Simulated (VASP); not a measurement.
# Cd3F (P4/mmm) in VASP: further runs

The runs below take Cd3F through single point, relaxation of cell and atoms, with PBE.

All numbers are computed with VASP 6.6.1; they aren't measurements. Logs are shortened: lines on timing, memory, paths and dates and some standing lists are left out, and cuts for length are marked.

## 1. The cell of the first run

Symmetry: P4/mmm, No. 123, tetragonal system. Conventional cell: a = 3.164 Å, b = 3.164 Å, c = 7.888 Å, α = 90.00°, β = 90.00°, γ = 90.00°. Cd (site symmetry 4mm) has 4 F at 2.78 Å and 9 Cd at 3.16 to 3.29 Å within 3.7 Å. Cd (site symmetry 4/mmm) has 12 Cd at 3.16 to 3.21 Å and 2 F at 3.94 Å within 4.2 Å. Within 3.7 Å of F (site symmetry 4/mmm) lie 8 Cd at 2.78 Å and 4 F at 3.16 Å.

The cell was generated, and may not be a known phase.

## 2. Single point, PBE, collinear spin

INCAR reads:

```
PREC = Accurate
ENCUT = 520
EDIFF = 1E-7
ISMEAR = 0
SIGMA = 0.1
LREAL = False
LASPH = True
NELM = 150
ALGO = Normal
ISIF = 2
LWAVE = False
LCHARG = False
ISPIN = 2
MAGMOM = 0 0 0 1
LORBIT = 11
GGA = PE
NBANDS = 34
```

KPOINTS reads:

```
Automatic mesh
0
Gamma
  6 6 2
```

POSCAR reads:

```
Cd3F
1.0
    3.1643463302      0.0000000000      0.0000000000
    0.0000000000      3.1643463302      0.0000000000
    0.0000000000      0.0000000000      7.8882623943
Cd F
3 1
Direct
    0.5000000000      0.5000000000      0.7913732540
    0.0000000000      0.0000000000      0.5000000000
    0.5000000000      0.5000000000      0.2086267460
    0.0000000000      0.0000000000      0.0000000000
```

Potentials or basis: VASP PAW PBE potentials, release 64 (Cd, F).

Started as:

```bash
$ cat potpaw_PBE.64/Cd/POTCAR potpaw_PBE.64/F/POTCAR > POTCAR
$ mpirun -np 1 vasp_std > vasp.out
```

OUTCAR:

```text
PREC = Accurate
   ENCUT = 520
   EDIFF = 1E-7
   ISMEAR = 0
   LREAL = False
   LASPH = True
   NELM = 150
   ISIF = 2
   ISPIN = 2
   LORBIT = 11
   GGA = PE

 ion  position               nearest neighbor table
   1  0.500  0.500  0.791-   4 2.78   4 2.78   4 2.78   4 2.78   2 3.21   2 3.21   2 3.21   2 3.21
                             3 3.29
   2  0.000  0.000  0.500-   1 3.21   3 3.21   1 3.21   3 3.21   1 3.21   3 3.21   1 3.21   3 3.21

   3  0.500  0.500  0.209-   4 2.78   4 2.78   4 2.78   4 2.78   2 3.21   2 3.21   2 3.21   2 3.21
                             1 3.29
   4  0.000  0.000  0.000-   1 2.78   3 2.78   1 2.78   3 2.78   1 2.78   3 2.78   1 2.78   3 2.78

  LATTYP: Found a simple tetragonal cell.
 ALAT       =     3.1643463302
 C/A-ratio  =     2.4928568403

  Lattice vectors:

 A1 = (   3.1643463302,   0.0000000000,   0.0000000000)
 A2 = (   0.0000000000,   3.1643463302,   0.0000000000)
 A3 = (   0.0000000000,   0.0000000000,   7.8882623943)

Analysis of symmetry for initial positions (statically):
=====================================================================
 Subroutine PRICEL returns:
 Original cell was already a primitive cell.

 Routine SETGRP: Setting up the symmetry group for a
 simple tetragonal supercell.

 Subroutine GETGRP returns: Found 16 space group operations
 (whereof 16 operations were pure point group operations)
 out of a pool of 16 trial point group operations.

The static configuration has the point symmetry D_4h.

Analysis of symmetry for dynamics (positions and initial velocities):
=====================================================================
 Subroutine PRICEL returns:
 Original cell was already a primitive cell.

 Routine SETGRP: Setting up the symmetry group for a
 simple tetragonal supercell.

 Subroutine GETGRP returns: Found 16 space group operations
 (whereof 16 operations were pure point group operations)
 out of a pool of 16 trial point group operations.

The dynamic configuration has the point symmetry D_4h.

Analysis of structural, dynamic, and magnetic symmetry:
=====================================================================
 Subroutine PRICEL returns:
 Original cell was already a primitive cell.

 Routine SETGRP: Setting up the symmetry group for a
 simple tetragonal supercell.

 Subroutine GETGRP returns: Found 16 space group operations
 (whereof 16 operations were pure point group operations)
 out of a pool of 16 trial point group operations.

The overall configuration has the point symmetry D_4h.

 Subroutine INISYM returns: Found 16 space group operations
 (whereof 16 operations are pure point group operations),
 and found     1 'primitive' translations

----------------------------------------------------------------------------------------

                                     Primitive cell

  volume of cell :      78.9859

  direct lattice vectors                    reciprocal lattice vectors
     3.164346330  0.000000000  0.000000000     0.316021034  0.000000000  0.000000000
     0.000000000  3.164346330  0.000000000     0.000000000  0.316021034  0.000000000
     0.000000000  0.000000000  7.888262394     0.000000000  0.000000000  0.126770631

  length of vectors
     3.164346330  3.164346330  7.888262394     0.316021034  0.316021034  0.126770631

  position of ions in fractional coordinates (direct lattice)
     0.500000000  0.500000000  0.791373254
     0.000000000  0.000000000  0.500000000
     0.500000000  0.500000000  0.208626746
     0.000000000  0.000000000  0.000000000

  ion indices of the primitive-cell ions
   primitive index   ion index
                 1           1
                 2           2
                 3           3
                 4           4

----------------------------------------------------------------------------------------

 KPOINTS: Automatic mesh

Automatic generation of k-mesh.
 Grid dimensions read from file:
 generate k-points for:    6    6    2

 Generating k-lattice:

  Cartesian coordinates                     Fractional coordinates (reciprocal lattice)
     0.052670172  0.000000000  0.000000000     0.166666667  0.000000000  0.000000000
     0.000000000  0.052670172  0.000000000     0.000000000  0.166666667  0.000000000
     0.000000000  0.000000000  0.063385315     0.000000000  0.000000000  0.500000000

  Length of vectors
     0.052670172  0.052670172  0.063385315

  Shift w.r.t. Gamma in fractional coordinates (k-lattice)
     0.000000000  0.000000000  0.000000000

 Subroutine IBZKPT returns following result:
 ===========================================

 Found     20 irreducible k-points:

 Following reciprocal coordinates:
            Coordinates               Weight
  0.000000  0.000000  0.000000      1.000000
  0.166667  0.000000  0.000000      4.000000
  0.333333  0.000000  0.000000      4.000000
  0.500000  0.000000  0.000000      2.000000
  0.166667  0.166667  0.000000      4.000000
  0.333333  0.166667  0.000000      8.000000
[... 12 lines left out ...]
  0.500000  0.333333  0.500000      4.000000
  0.500000  0.500000  0.500000      1.000000
   k-points           NKPTS =     20   k-points in BZ     NKDIM =     20   number of bands    NBANDS=     34
   number of dos      NEDOS =    301   number of ions     NIONS =      4
   total plane-waves  NPLWV =  34560
   dimension x,y,z NGX =    24 NGY =   24 NGZ =   60
   dimension x,y,z NGXF=    48 NGYF=   48 NGZF=  120
   ions per type =               3   1
   NGX,Y,Z   is equivalent  to a cutoff of  12.61, 12.61, 12.65 a.u.
   NGXF,Y,Z  is equivalent  to a cutoff of  25.22, 25.22, 25.29 a.u.
 SYSTEM =  unknown system
   PREC   = accura    normal or accurate (medium, high low for compatibility)
   ISTART =      0    job   : 0-new  1-cont  2-samecut
   ICHARG =      2    charge: 1-file 2-atom 10-const
   ISPIN  =      2    spin polarized calculation?
   LNONCOLLINEAR =      F non collinear calculations
   LSORBIT =      F    spin-orbit coupling
   LASPH  =      T    aspherical Exc in radial PAW
   ENCUT  =  520.0 eV  38.22 Ry    6.18 a.u.   5.88  5.88 14.67*2*pi/ulx,y,z
   NELM   =    150;   NELMIN=  2; NELMDL= -5     # of ELM steps
   EDIFF  = 0.1E-06   stopping-criterion for ELM
   LREAL  =      F    real-space projection
   EDIFFG = 0.1E-05   stopping-criterion for IOM
   NSW    =      0    number of steps for IOM
   IBRION =     -1    ionic relax: 0-MD 1-quasi-New 2-CG
   NFREE  =      0    steps in history (QN), initial steepest desc. (CG)
   ISIF   =      2    stress and relaxation
   ISYM   =      2    0-nonsym 1-usesym 2-fastsym
   POTIM  = 0.5000    time-step for ionic-motion
   TEBEG  =    0.0;   TEEND  =   0.0 temperature during run
   PSTRESS=    0.0 pullay stress
   NELECT =      43.0000    total number of electrons
   NUPDOWN=      -1.0000    fix difference up-down
   EMIN   =  10.00;   EMAX   =-10.00  energy-range for DOS
   EFERMI =   0.00;   METHOD = LEGACY
   ISMEAR =     0;   SIGMA  =   0.10  broadening in eV -4-tet -1-fermi 0-gaus
   EFERMI_NEDOS =   21; number of points for ismear=-14 and -15
   IALGO  =     38    algorithm
   IMIX   =      4    mixing-type and parameters
     AMIX     =   0.40;   BMIX     =  1.00
     AMIX_MAG =   1.60;   BMIX_MAG =  1.00
  volume/ion in A,a.u.               =      19.75       133.26
  Fermi-wavevector in a.u.,A,eV,Ry     =   1.336743  2.526078 24.311997  1.786881
  Thomas-Fermi vector in A             =   2.465346
   LORBIT       =     11    0 simple, 1 ext, 2 COOP (PROOUT), +10 PAW based schemes
   GGA     = PE    functional components
   LHFCALC =     F    Hartree Fock is set to
   AEXX    =    0.0000 exact exchange contribution
   IVDW    =     0    specifies the selected vdW correction
   LEPSILON=     F    determine dielectric tensor
   LRPA    =     F    only Hartree local field effects (RPA)
 spin polarized calculation
 Gauss-broadening in eV      SIGMA  =   0.10
  energy-cutoff  :      520.00
  volume of cell :       78.99
 maximum number of plane-waves:      2168
 NGX is ok and might be reduce to    24
   NGX = 11   NGY = 11   NGZ = 29

 number of electron      43.0000025 magnetization      -0.0001216

 number of electron      43.0000025 magnetization       0.0000355

 Free energy of the ion-electron system (eV)
  ---------------------------------------------------
  ext. energy  EPLUGINS =         0.00000000
  ---------------------------------------------------
  free energy    TOTEN  =        -6.44993172 eV

  energy without entropy =       -6.43979258  energy(sigma->0) =       -6.44486215

 E-fermi :   2.4480     XC(G=0): -10.5745

 val. band max:        2.4444473972   @ k =   0.5000   0.0000   0.0000
 cond. band min:       2.4508538364   @ k =   0.3333   0.1667   0.0000
 fundamental gap:      0.0064064393
 Fermi energy:         2.4480037481

 spin component 1

 k-point     1 :       0.0000    0.0000    0.0000
  band No.  band energies     occupation
      1     -20.7638      1.00000
      2      -7.2881      1.00000
      3      -7.1527      1.00000
      4      -6.9377      1.00000
      5      -6.8551      1.00000
      6      -6.7015      1.00000
[... 709 lines left out ...]
     32      13.4652      0.00000
     33      13.9105      0.00000
 Fermi energy:         2.4480037481

 spin component 2

 k-point     1 :       0.0000    0.0000    0.0000
  band No.  band energies     occupation
      1     -20.7638      1.00000
      2      -7.2881      1.00000
      3      -7.1527      1.00000
      4      -6.9377      1.00000
      5      -6.8551      1.00000
      6      -6.7015      1.00000
[... 709 lines left out ...]
     32      13.4652      0.00000
     33      13.9105      0.00000
 [bands above 33 left out]

------------------------ aborting loop because EDIFF is reached ----------------------------------------

  FORCE on cell =-STRESS in cart. coord.  units (eV):
  Direction    XX          YY          ZZ          XY          YZ          ZX
  --------------------------------------------------------------------------------------
  -------------------------------------------------------------------------------------
  Total        0.0023938      0.0023938      0.0790624      0.0000000     -0.0000000     -0.0000000
  in kB        0.0485572      0.0485572      1.6037289      0.0000000     -0.0000000     -0.0000000
  external PRESSURE =       0.5669478 kB  Pullay stress =       0.0000000 kB

 VOLUME and BASIS-vectors are now :
 -----------------------------------------------------------------------------
  energy-cutoff  :      520.00
  volume of cell :       78.99
      direct lattice vectors                 reciprocal lattice vectors
     3.164346330  0.000000000  0.000000000     0.316021034  0.000000000  0.000000000
     0.000000000  3.164346330  0.000000000     0.000000000  0.316021034  0.000000000
     0.000000000  0.000000000  7.888262394     0.000000000  0.000000000  0.126770631

 POSITION                                       TOTAL-FORCE (eV/Angst)
 -----------------------------------------------------------------------------------
      1.58217      1.58217      6.24256         0.000000      0.000000     -0.006542
      0.00000      0.00000      3.94413         0.000000      0.000000      0.000000
      1.58217      1.58217      1.64570         0.000000     -0.000000      0.006542
      0.00000      0.00000      0.00000         0.000000      0.000000      0.000000
 -----------------------------------------------------------------------------------
    total drift:                                0.000000     -0.000000      0.000000

  FREE ENERGIE OF THE ION-ELECTRON SYSTEM (eV)
  ---------------------------------------------------
  free  energy   TOTEN  =        -6.4499317233 eV

  energy  without entropy=       -6.4397925792  energy(sigma->0) =       -6.44486215

 total charge

# of ion       s       p       d       tot
------------------------------------------
    1        0.531   0.175   9.527  10.233
    2        0.547   0.239   9.500  10.286
    3        0.531   0.175   9.527  10.233
    4        1.754   4.262   0.000   6.016
--------------------------------------------------
tot          3.363   4.850  28.554  36.767

 magnetization (x)

# of ion       s       p       d       tot
------------------------------------------
    1        0.000  -0.000   0.000   0.000
    2        0.000   0.000  -0.000   0.000
    3        0.000  -0.000   0.000   0.000
    4       -0.000   0.000   0.000   0.000
--------------------------------------------------
tot          0.000   0.000   0.000   0.000
```

Run time: 2 min. Hardware: 1 thread of Oxide Virtual Turin-like, shared host; peak memory 0.21 GiB.

What came out:

* Free energy: -6.4499 eV
* Pressure: 0.1 GPa
* Largest force: 0.007 eV/Å
* Net moment: 0.00 μB per cell
* Valence electrons inside the program's atomic spheres: Cd 10.23, 10.29 (each value once); F 6.02

Forces on the atoms (eV/Å):
```
Cd   0.000  0.000 -0.007
Cd   0.000  0.000  0.000
Cd   0.000  0.000  0.007
F    0.000  0.000  0.000
```

Levels at points of the mesh, in eV from the Fermi level:
Spin up:
```
           k point  band 17  band 18  band 19  band 20  band 21  band 22  band 23  band 24  band 25  band 26
(0.00, 0.00, 0.00)    -7.89    -6.48    -4.22    -4.22    -3.51    -2.72     4.04     5.09     7.57     7.57
(0.50, 0.00, 0.00)    -6.03    -5.16    -4.08    -3.21    -3.14    -0.94     0.00     1.54     2.58     6.76
(0.50, 0.50, 0.00)    -5.13    -5.13    -4.36     0.37     0.37     0.89     1.39     2.54     2.54     2.60
(0.00, 0.00, 0.50)    -8.01    -5.80    -5.09    -4.22    -4.22     0.02     0.36     7.56     7.56     9.58
(0.50, 0.00, 0.50)    -6.02    -5.24    -4.08    -3.46    -2.55    -1.11    -0.59     2.19     3.97     4.27
(0.50, 0.50, 0.50)    -5.07    -5.07    -4.36     0.15     0.15     1.04     1.42     1.85     2.94     2.94
```
Spin down:
| k point | band 19 | band 20 | band 21 | band 22 | band 23 | band 24 |
| --- | --- | --- | --- | --- | --- | --- |
| (0.00, 0.00, 0.00) | -4.22 | -4.22 | -3.51 | -2.72 | 4.04 | 5.09 |
| (0.50, 0.00, 0.00) | -4.08 | -3.21 | -3.14 | -0.94 | 0.00 | 1.54 |
| (0.50, 0.50, 0.00) | -4.36 | 0.37 | 0.37 | 0.89 | 1.39 | 2.54 |
| (0.00, 0.00, 0.50) | -5.09 | -4.22 | -4.22 | 0.02 | 0.36 | 7.56 |
| (0.50, 0.00, 0.50) | -4.08 | -3.46 | -2.55 | -1.11 | -0.59 | 2.19 |
| (0.50, 0.50, 0.50) | -4.36 | 0.15 | 0.15 | 1.04 | 1.42 | 1.85 |

Caveat: the k points lie up to 0.40 Å⁻¹ apart.

## 3. Relaxation of cell and atoms, PBE

This run uses another cell than the first one, of 26.60 Å³/atom.

INCAR reads:

```
PREC     = Accurate       # precision mode
ENCUT    = 600            # plane-wave cutoff, eV
EDIFF    = 1E-7           # SCF threshold, eV
ISMEAR   = 0              # smearing method
SIGMA    = 0.1            # smearing width, eV
LREAL    = F              # projectors in reciprocal space
LASPH    = T              # aspherical terms in the spheres
NELM     = 80             # most SCF steps
ALGO     = Normal         # electronic algorithm
ISIF     = 3              # what is computed and relaxed
LWAVE    = F              # write WAVECAR
LCHARG   = F              # write CHGCAR
GGA      = PE             # functional
IBRION   = 2              # ionic algorithm
NSW      = 90             # ionic steps
EDIFFG   = -0.04          # ionic threshold
```

KPOINTS is that of step 2.

POSCAR reads:

```
Cd3F
1.0
    3.4428443700      0.0000000000      0.0000000000
    0.0000000000      3.4428443700      0.0000000000
    0.0000000000      0.0000000000      8.9760332300
Cd F
3 1
Direct
    0.5000000000      0.5000000000      0.7642198200
    0.0000000000      0.0000000000      0.5000000000
    0.5000000000      0.5000000000      0.2357801800
    0.0000000000      0.0000000000      0.0000000000
```

Potentials or basis: VASP PAW PBE potentials, release 64 (Cd, F).

Started as:

```bash
$ cat potpaw_PBE.64/Cd/POTCAR potpaw_PBE.64/F/POTCAR > POTCAR
$ mpirun -np 1 vasp_std > vasp.out
```

Wall time 16 min (1 thread of Oxide Virtual Turin-like, shared host); peak memory 0.23 GiB.

The run converged. Its results:

| Property | Result |
| --- | --- |
| Free energy | -6.4756 eV |
| Relaxed volume | 19.71 Å³/atom |
| Relaxed cell | a = 3.155 Å, b = 3.155 Å, c = 7.923 Å, α = 90.00°, β = 90.00°, γ = 90.00° |
| Space group after relaxing (to 0.1 Å) | P4/mmm (No. 123) |
| Energy gained by relaxing | 231.6 meV/atom |
| Ionic steps | 15 |
| Pressure after relaxing | 0.0 GPa |
| Largest force after relaxing | 0.032 eV/Å |
| Band gap on the k mesh | zero (an odd number of electrons rules out a gap without spin polarisation) |

Forces on the atoms (eV/Å):
```
Cd   0.000  0.000  0.032
Cd   0.000  0.000  0.000
Cd   0.000  0.000 -0.032
F    0.000  0.000  0.000
```

Stress tensor (GPa, compression positive):
```
 0.02  0.00  0.00
 0.00  0.02  0.00
 0.00  0.00 -0.09
```

Step by step:
```tsv
step	energy change (eV)	largest force (eV/Å)	pressure (GPa)	volume (Å³)
1	0.0000	0.5612	-5.99	106.39
2	-0.5752	0.4849	-5.03	91.79
3	-0.8672	0.4102	-0.84	79.56
4	-0.8742	0.4055	1.09	76.58
5	-0.8760	0.4053	0.44	77.51
6	-0.8976	0.2795	0.20	77.81
7	-0.9147	0.0320	-0.04	78.66
8	-0.9153	0.0510	-0.07	78.57
9	-0.9154	0.0648	-0.07	78.50
10	-0.9180	0.0486	0.02	78.35
11	-0.9224	0.0220	0.38	77.90
12	-0.9230	0.0161	0.59	77.68
13	-0.9249	0.0277	0.36	78.14
14	-0.9261	0.0279	-0.24	79.25
15	-0.9264	0.0324	-0.02	78.85
```

Final structure:
```
Cd F
1.0
     3.15485    0.00000    0.00000
     0.00000    3.15485    0.00000
     0.00000    0.00000    7.92257
Cd F
3 1
Direct
  0.50000 0.50000 0.78942
  0.00000 0.00000 0.50000
  0.50000 0.50000 0.21058
  0.00000 0.00000 0.00000
```

Levels at points of the mesh, in eV from the Fermi level:
| k point | band 19 | band 20 | band 21 | band 22 | band 23 | band 24 |
| --- | --- | --- | --- | --- | --- | --- |
| (0.00, 0.00, 0.00) | -4.18 | -4.18 | -3.55 | -2.70 | 3.92 | 5.09 |
| (0.50, 0.00, 0.00) | -4.04 | -3.25 | -3.16 | -0.96 | -0.06 | 1.57 |
| (0.50, 0.50, 0.00) | -4.35 | 0.34 | 0.34 | 0.97 | 1.42 | 2.51 |
| (0.00, 0.00, 0.50) | -5.11 | -4.18 | -4.18 | 0.04 | 0.30 | 7.59 |
| (0.50, 0.00, 0.50) | -4.04 | -3.49 | -2.57 | -1.15 | -0.60 | 2.12 |
| (0.50, 0.50, 0.50) | -4.35 | 0.12 | 0.12 | 1.13 | 1.45 | 1.87 |

Caveat: the volume moved by over 15 % at a fixed basis, so the end points are rough.

(Part 1 of 2 ends here.)

The gap in the log of VASP goes by the Fermi energy; the results here count the filled bands.